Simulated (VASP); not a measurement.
# TiSi2 (Immm) in VASP: settings compared, part 2 of 2

VASP 6.6.1. Earlier steps stand in the parts before.

### 4 Relaxation of cell and atoms, PBEsol+U

INCAR

```
SYSTEM = TiSi2
PREC = Accurate
ENCUT = 600
EDIFF = 1E-6
ISMEAR = -1
SIGMA = 0.05
LREAL = .FALSE.
LASPH = .TRUE.
NELM = 150
ALGO = Normal
ISIF = 3
LWAVE = .FALSE.
LCHARG = .FALSE.
LMAXMIX = 4
LDAU = .TRUE.
LDAUTYPE = 2
LDAUL = 2 -1
LDAUU = 2 0
LDAUJ = 0 0
LDAUPRINT = 1
GGA = PS
IBRION = 2
NSW = 60
EDIFFG = -0.01
```

KPOINTS

```
Automatic mesh
0
G
  12 12 12
  0 0 0
```

POSCAR

```
TiSi2
1.0
   -1.4728720000      1.7121300000      4.2120830000
    1.4728720000     -1.7121300000      4.2120830000
    1.4728720000      1.7121300000     -4.2120830000
Ti Si
1 2
Direct
    0.0000000000      0.0000000000      0.0000000000
    0.6700780000      0.6700780000      0.0000000000
    0.3299220000      0.3299220000      0.0000000000
```

Potentials or basis: VASP PAW PBE potentials, release 64 (Ti_sv, Si).

Command:

```
cat potpaw_PBE.64/Ti_sv/POTCAR potpaw_PBE.64/Si/POTCAR > POTCAR
mpirun -np 1 vasp_std > vasp.out
```

OUTCAR:

```text
SYSTEM = TiSi2
   PREC = Accurate
   ENCUT = 600
   EDIFF = 1E-6
   ISMEAR = -1
   LREAL = .FALSE.
   LASPH = .TRUE.
   NELM = 150
   ISIF = 3
   GGA = PS
   IBRION = 2
   NSW = 60
   EDIFFG = -0.01

 ion  position               nearest neighbor table
   1  0.000  0.000  0.000-   2 2.67   2 2.67   2 2.67   3 2.67   2 2.67   3 2.67   3 2.67   3 2.67
                             2 2.78   3 2.78
   2  0.670  0.670  0.000-   3 2.63   3 2.63   3 2.63   3 2.63   1 2.67   1 2.67   1 2.67   1 2.67
                             1 2.78   3 2.87
   3  0.330  0.330  0.000-   2 2.63   2 2.63   2 2.63   2 2.63   1 2.67   1 2.67   1 2.67   1 2.67
                             1 2.78   2 2.87

  LATTYP: Found a body centered orthorhombic cell.
 ALAT       =     2.9457440000
 B/A-ratio  =     1.1624431723
 C/A-ratio  =     2.8597753233

  Lattice vectors:

 A1 = (  -1.4728720000,   1.7121300000,   4.2120830000)
 A2 = (   1.4728720000,  -1.7121300000,   4.2120830000)
 A3 = (   1.4728720000,   1.7121300000,  -4.2120830000)

Analysis of symmetry for initial positions (statically):
=====================================================================
 Subroutine PRICEL returns:
 Original cell was already a primitive cell.

 Routine SETGRP: Setting up the symmetry group for a
 body centered orthorhombic supercell.

 Subroutine GETGRP returns: Found  8 space group operations
 (whereof  8 operations were pure point group operations)
 out of a pool of  8 trial point group operations.

The static configuration has the point symmetry D_2h.

Analysis of symmetry for dynamics (positions and initial velocities):
=====================================================================
 Subroutine PRICEL returns:
 Original cell was already a primitive cell.

 Routine SETGRP: Setting up the symmetry group for a
 body centered orthorhombic supercell.

 Subroutine GETGRP returns: Found  8 space group operations
 (whereof  8 operations were pure point group operations)
 out of a pool of  8 trial point group operations.

The dynamic configuration has the point symmetry D_2h.

 Subroutine INISYM returns: Found  8 space group operations
 (whereof  8 operations are pure point group operations),
 and found     1 'primitive' translations

----------------------------------------------------------------------------------------

                                     Primitive cell

  volume of cell :      42.4873

  direct lattice vectors                    reciprocal lattice vectors
    -1.472872000  1.712130000  4.212083000     0.000000000  0.292033899  0.118706113
     1.472872000 -1.712130000  4.212083000     0.339472812  0.000000000  0.118706113
     1.472872000  1.712130000 -4.212083000     0.339472812  0.292033899  0.000000000

  length of vectors
[... 119 lines left out ...]
 conjugate gradient relaxation of ions
 non-spin polarized calculation
  energy-cutoff  :      600.00
  volume of cell :       42.49
 maximum number of plane-waves:      1438
 NGX is ok and might be reduce to    40
   NGX = 19   NGY = 19   NGZ = 19

--------------------------------------- Ionic step        1  -------------------------------------------

 number of electron      20.0000000 magnetization

 Free energy of the ion-electron system (eV)
  ---------------------------------------------------
  ext. energy  EPLUGINS =         0.00000000
  ---------------------------------------------------
  free energy    TOTEN  =       -19.73488085 eV

  energy without entropy =      -19.72389832  energy(sigma->0) =      -19.72938959

------------------------ aborting loop because EDIFF is reached ----------------------------------------

  FORCE on cell =-STRESS in cart. coord.  units (eV):
  Direction    XX          YY          ZZ          XY          YZ          ZX
  --------------------------------------------------------------------------------------
  -------------------------------------------------------------------------------------
  Total       -0.1268559     -0.3302872     -0.4922489      0.0000000      0.0000000      0.0000000
  in kB       -4.7836845    -12.4550001    -18.5625089      0.0000000      0.0000000      0.0000000
  external PRESSURE =     -11.9337312 kB  Pullay stress =       0.0000000 kB
[... 166 lines left out ...]
  FREE ENERGIE OF THE ION-ELECTRON SYSTEM (eV)
  ---------------------------------------------------
  free  energy   TOTEN  =       -19.7368876130 eV

  energy  without entropy=      -19.7260513966  energy(sigma->0) =      -19.73146950

atom =   1  type =  1  l = 2

 onsite density matrix

spin component  1

  0.1775  0.0000  0.0000 -0.0000 -0.0000
  0.0000  0.2036  0.0000  0.0000  0.0000
  0.0000  0.0000  0.2161 -0.0000 -0.0282
 -0.0000  0.0000 -0.0000  0.1709  0.0000
 -0.0000  0.0000 -0.0282  0.0000  0.2216

spin component  2

  0.1775  0.0000  0.0000 -0.0000 -0.0000
  0.0000  0.2036  0.0000  0.0000  0.0000
  0.0000  0.0000  0.2161 -0.0000 -0.0282
 -0.0000  0.0000 -0.0000  0.1709  0.0000
 -0.0000  0.0000 -0.0282  0.0000  0.2216

 occupancies and eigenvectors

  o =  0.1709  v =  0.0000  0.0000 -0.0000 -1.0000 -0.0000  0.0000  0.0000  0.0000  0.0000  0.0000      0.0000  0.0000  0.0000  0.0000  0.0000  0.0000  0.0000  0.0000  0.0000  0.0000
  o =  0.1709  v =  0.0000  0.0000  0.0000  0.0000  0.0000  0.0000  0.0000 -0.0000 -1.0000 -0.0000      0.0000  0.0000  0.0000  0.0000  0.0000  0.0000  0.0000  0.0000  0.0000  0.0000
  o =  0.1775  v =  1.0000  0.0000  0.0000  0.0000  0.0000  0.0000  0.0000  0.0000  0.0000  0.0000      0.0000  0.0000  0.0000  0.0000  0.0000  0.0000  0.0000  0.0000  0.0000  0.0000
  o =  0.1775  v =  0.0000  0.0000  0.0000  0.0000  0.0000  1.0000  0.0000  0.0000  0.0000  0.0000      0.0000  0.0000  0.0000  0.0000  0.0000  0.0000  0.0000  0.0000  0.0000  0.0000
  o =  0.1905  v =  0.0000  0.0000  0.7404 -0.0000  0.6722  0.0000  0.0000  0.0000  0.0000  0.0000      0.0000  0.0000  0.0000  0.0000  0.0000  0.0000  0.0000  0.0000  0.0000  0.0000
  o =  0.1905  v =  0.0000  0.0000  0.0000  0.0000  0.0000  0.0000  0.0000  0.7404 -0.0000  0.6722      0.0000  0.0000  0.0000  0.0000  0.0000  0.0000  0.0000  0.0000  0.0000  0.0000
  o =  0.2036  v =  0.0000  1.0000 -0.0000  0.0000 -0.0000  0.0000  0.0000  0.0000  0.0000  0.0000      0.0000  0.0000  0.0000  0.0000  0.0000  0.0000  0.0000  0.0000  0.0000  0.0000
  o =  0.2036  v =  0.0000  0.0000  0.0000  0.0000  0.0000  0.0000  1.0000 -0.0000  0.0000 -0.0000      0.0000  0.0000  0.0000  0.0000  0.0000  0.0000  0.0000  0.0000  0.0000  0.0000
  o =  0.2472  v =  0.0000 -0.0000  0.6722  0.0000 -0.7404  0.0000  0.0000  0.0000  0.0000  0.0000      0.0000  0.0000  0.0000  0.0000  0.0000  0.0000  0.0000  0.0000  0.0000  0.0000
  o =  0.2472  v =  0.0000  0.0000  0.0000  0.0000  0.0000  0.0000 -0.0000  0.6722  0.0000 -0.7404      0.0000  0.0000  0.0000  0.0000  0.0000  0.0000  0.0000  0.0000  0.0000  0.0000

--------------------------------------- Ionic step        6  -------------------------------------------

 number of electron      20.0000000 magnetization

 Free energy of the ion-electron system (eV)
  ---------------------------------------------------
  ext. energy  EPLUGINS =         0.00000000
  ---------------------------------------------------
  free energy    TOTEN  =       -19.73689229 eV

  energy without entropy =      -19.72605899  energy(sigma->0) =      -19.73147564

 E-fermi :  10.1486     XC(G=0): -11.8202

 val. band max:       10.1375053070   @ k =   0.5000   0.5000   0.4167
 cond. band min:      10.1538710315   @ k =  -0.3333  -0.3333   0.0833
 fundamental gap:      0.0163657244
 Fermi energy:        10.1486176869

 k-point     1 :       0.0000    0.0000    0.0000
  band No.  band energies     occupation
      1     -46.4116      2.00000
      2     -22.8217      2.00000
      3     -22.8048      2.00000
      4     -22.5578      2.00000
      5      -2.5379      2.00000
      6       5.3263      2.00000
      7       5.9946      2.00000
      8       7.9832      2.00000
      9       9.5100      1.99999
     10      10.8898      0.00000
     11      12.1318      0.00000
     12      12.6657      0.00000
     13      13.1978      0.00000
     14      14.0142      0.00000
[... 377 lines left out ...]
      1     -46.3977      2.00000
      2     -22.8656      2.00000
      3     -22.8071      2.00000
      4     -22.6361      2.00000
      5      -0.3195      2.00000
      6       2.9519      2.00000
      7       5.3775      2.00000
      8       7.7563      2.00000
      9       9.2794      2.00000
     10      10.0885      1.53816
     11      10.8045      0.00000
     12      12.5897      0.00000
     13      13.2333      0.00000
     14      14.2101      0.00000

 [... further k-points ...]
[... 5 lines left out ...]
  --------------------------------------------------------------------------------------
  -------------------------------------------------------------------------------------
  Total       -0.0049298     -0.0206294      0.0141005      0.0000000      0.0000000      0.0000000
  in kB       -0.1873856     -0.7841358      0.5359670      0.0000000      0.0000000      0.0000000
  external PRESSURE =      -0.1451848 kB  Pullay stress =       0.0000000 kB
[... 18 lines left out ...]
  FREE ENERGIE OF THE ION-ELECTRON SYSTEM (eV)
  ---------------------------------------------------
  free  energy   TOTEN  =       -19.7368922870 eV

  energy  without entropy=      -19.7260589893  energy(sigma->0) =      -19.73147564

 reached required accuracy - stopping structural energy minimisation
```

OSZICAR:

```text
N       E                     dE             d eps       ncg     rms          rms(c)
DAV:   1     0.140983366526E+03    0.14098E+03   -0.10639E+04  7846   0.163E+03
DAV:   2    -0.100006540569E+02   -0.15098E+03   -0.14875E+03  7948   0.389E+02
DAV:   3    -0.217052338706E+02   -0.11705E+02   -0.11355E+02 12856   0.894E+01
DAV:   4    -0.220300971383E+02   -0.32486E+00   -0.32399E+00  9894   0.145E+01
[... 46 lines left out ...]
DAV:   1    -0.197369888210E+02   -0.10153E-03   -0.47285E-03  8818   0.965E-01    0.726E-02
DAV:   2    -0.197369190611E+02    0.69760E-04   -0.37139E-04  8676   0.213E-01    0.333E-02
DAV:   3    -0.197368960430E+02    0.23018E-04   -0.82298E-05 11490   0.713E-02    0.144E-02
DAV:   4    -0.197368923135E+02    0.37295E-05   -0.23014E-05 12306   0.480E-02    0.712E-03
DAV:   5    -0.197368922870E+02    0.26487E-07   -0.20220E-06  7382   0.159E-02
   6 F= -.19736892E+02 E0= -.19731476E+02  d E =-.165694E-03
```

It took 29 min on 1 thread of Oxide Virtual Turin-like, shared host; peak memory 0.37 GiB.

Results:

| Item | Value |
| --- | --- |
| Free energy | -19.7369 eV |
| Relaxed volume | 14.05 Å³/atom |
| Relaxed cell | a = 4.755 Å, b = 4.755 Å, c = 4.755 Å, α = 143.87°, β = 137.92°, γ = 56.64° |
| Space group after relaxing (to 0.1 Å) | Immm (No. 71) |
| Energy gained by relaxing | 0.7 meV/atom |
| Ionic steps | 6 |
| Pressure after relaxing | 0.0 GPa |
| Band gap on the k mesh | zero (bands 10 and 11 overlap by 2.38 eV) |

Step by step:
```tsv
step	energy change (eV)	largest force (eV/Å)	pressure (GPa)	volume (Å³)
1	0.0000	0.0208	-1.19	42.49
2	-0.0010	0.0163	1.06	41.84
3	-0.0018	0.0183	0.16	42.09
4	-0.0018	0.0183	0.12	42.10
5	-0.0020	0.0062	0.05	42.13
6	-0.0020	0.0002	-0.01	42.15
```

Final structure:
```
Ti Si
1.0
    -1.47462    1.70714    4.18598
     1.47462   -1.70714    4.18598
     1.47462    1.70714   -4.18598
Ti Si
1 2
Direct
  0.00000 0.00000 0.00000
  0.67030 0.67030 0.00000
  0.32970 0.32970 0.00000
```

Levels at points of the mesh, in eV from the Fermi level:
| k point | band 8 | band 9 | band 10 | band 11 | band 12 | band 13 |
| --- | --- | --- | --- | --- | --- | --- |
| (0.00, 0.00, 0.00) | -2.17 | -0.64 | 0.74 | 1.98 | 2.52 | 3.05 |
| (0.50, 0.00, 0.00) | -3.83 | -0.71 | 0.98 | 2.14 | 2.68 | 3.61 |
| (0.00, 0.50, 0.00) | -3.45 | -0.91 | -0.41 | 1.02 | 2.73 | 3.46 |
| (0.50, 0.50, 0.00) | -4.73 | -2.97 | -1.27 | -0.80 | 2.69 | 3.03 |
| (0.50, 0.50, 0.50) | -1.30 | -0.38 | 0.52 | 2.08 | 2.31 | 2.58 |

Eigenvalues of the final occupation matrices:
```csv
site,spin,trace,eigenvalues
site 1 d,1,0.99,0.17 0.18 0.19 0.20 0.25
site 1 d,2,0.99,0.17 0.18 0.19 0.20 0.25
```

Caveat: the PAW data sets were made with another functional, which shifts forces and pressure a little; U without spin polarisation on a metal has little footing; the U is typed as a test and isn't derived for this compound.

### 5 Relaxation of cell and atoms, r2SCAN

POSCAR is that of step 4.

INCAR.step1

```
ALGO = Normal ; EDIFF = 1E-4
ENCUT = 600 ; GGA = PE
ISMEAR = -1 ; LASPH = True
LCHARG = False ; LREAL = False
LWAVE = True ; NELM = 60
PREC = Accurate ; SIGMA = 0.05
```

INCAR.step2

```
ALGO = Normal ; EDIFF = 1E-7
EDIFFG = -0.01 ; ENCUT = 600
IBRION = 2 ; ISIF = 3
ISMEAR = -1 ; ISTART = 1
LASPH = True ; LCHARG = False
LMIXTAU = True ; LREAL = False
LWAVE = False ; METAGGA = R2SCAN
NELM = 60 ; NSW = 60
PREC = Accurate ; SIGMA = 0.05
```

KPOINTS

```
k-points
0
Gamma
  12 12 12
```

Command:

```
cat potpaw_PBE.64/Ti_sv/POTCAR potpaw_PBE.64/Si/POTCAR > POTCAR
cp INCAR.step1 INCAR
mpirun -np 1 vasp_std > vasp.out
cp INCAR.step2 INCAR
mpirun -np 1 vasp_std > vasp.out
```

Wall time 2.4 h (1 thread of Oxide Virtual Turin-like, shared host); peak memory 0.39 GiB.

Results (log left out):

```yaml
Free_energy: -31.5321 eV
Relaxed_volume: 13.96 Å³/atom
Relaxed_cell: a = 4.747 Å, b = 4.747 Å, c = 4.747 Å, α = 143.95°, β = 137.89°, γ = 56.61°
Space_group_after_relaxing_to_0.1_Å: Immm (No. 71)
Energy_gained_by_relaxing: 1.6 meV/atom
Ionic_steps: 6
Pressure_after_relaxing: 0.0 GPa
Largest_force_after_relaxing: 0.005 eV/Å
Band_gap_on_the_k_mesh: zero (bands 10 and 11 overlap by 2.56 eV)
```

Forces in eV/Å, atoms in the order of the input:
```
Ti   0.000  0.000  0.000
Si   0.000  0.000  0.005
Si   0.000  0.000 -0.005
```

Stress tensor (GPa, compression positive):
```
-0.03  0.00  0.00
 0.00 -0.05  0.00
 0.00  0.00  0.05
```

The path:
```
step  energy change (eV)  largest force (eV/Å)  pressure (GPa)  volume (Å³)
   1              0.0000                0.0562           -2.05        42.49
   2             -0.0019                0.0414            1.79        41.38
   3             -0.0045                0.0490            0.09        41.85
   4             -0.0047                0.0218            0.02        41.87
   5             -0.0048                0.0102           -0.01        41.88
   6             -0.0048                0.0047           -0.01        41.88
```

Final structure:
```
CELL_PARAMETERS angstrom
-1.46867 1.70556 4.17932
1.46867 -1.70556 4.17932
1.46867 1.70556 -4.17932
ATOMIC_POSITIONS crystal
Ti 0.00000 0.00000 0.00000
Si 0.67073 0.67073 0.00000
Si 0.32927 0.32927 0.00000
```

Levels at points of the mesh, in eV from the Fermi level:
| k point | band 7 | band 8 | band 9 | band 10 | band 11 | band 12 | band 13 | band 14 |
| --- | --- | --- | --- | --- | --- | --- | --- | --- |
| (0.00, 0.00, 0.00) | -4.34 | -2.39 | -0.71 | 0.83 | 2.16 | 2.65 | 3.27 | 4.09 |
| (0.50, 0.00, 0.00) | -4.78 | -4.01 | -0.78 | 1.07 | 2.26 | 2.82 | 3.87 | 4.30 |
| (0.00, 0.50, 0.00) | -3.98 | -3.59 | -0.99 | -0.45 | 1.05 | 2.84 | 3.67 | 4.35 |
| (0.50, 0.50, 0.00) | -5.58 | -4.89 | -3.16 | -1.38 | -0.85 | 2.93 | 3.18 | 3.40 |
| (0.50, 0.50, 0.50) | -1.54 | -1.41 | -0.44 | 0.53 | 2.20 | 2.55 | 2.71 | 4.01 |

Caveat: the PAW data sets were made with another functional, which shifts forces and pressure a little.

### 6 The runs side by side

```csv
level,U,gap on the mesh (eV),pressure (GPa),relaxed volume (Å³/atom)
PBE+U,Ti d U = 6.0 eV,none,0.0,14.90
PBEsol+U,Ti d U = 6.0 eV,none,0.0,14.52
PBEsol+U,Ti d U = 2.0 eV,none,0.0,14.05
r2SCAN,-,none,0.0,13.96
```

Alike in all rows: task relaxation of cell and atoms; potentials or basis VASP PAW PBE potentials, release 64 (Ti_sv, Si); no spin polarisation; cell relaxed; k mesh 12 × 12 × 12; cutoff (eV) 600; smearing fermi-dirac 0.05 eV.

Caveats: U without spin polarisation on a metal has little footing (at least some runs); the U is typed as a test and isn't derived for this compound (at least some runs); the PAW data sets were made with another functional, which shifts forces and pressure a little (at least some runs).

Total energies depend on the potentials used, so only differences within one code and one set of settings carry meaning.
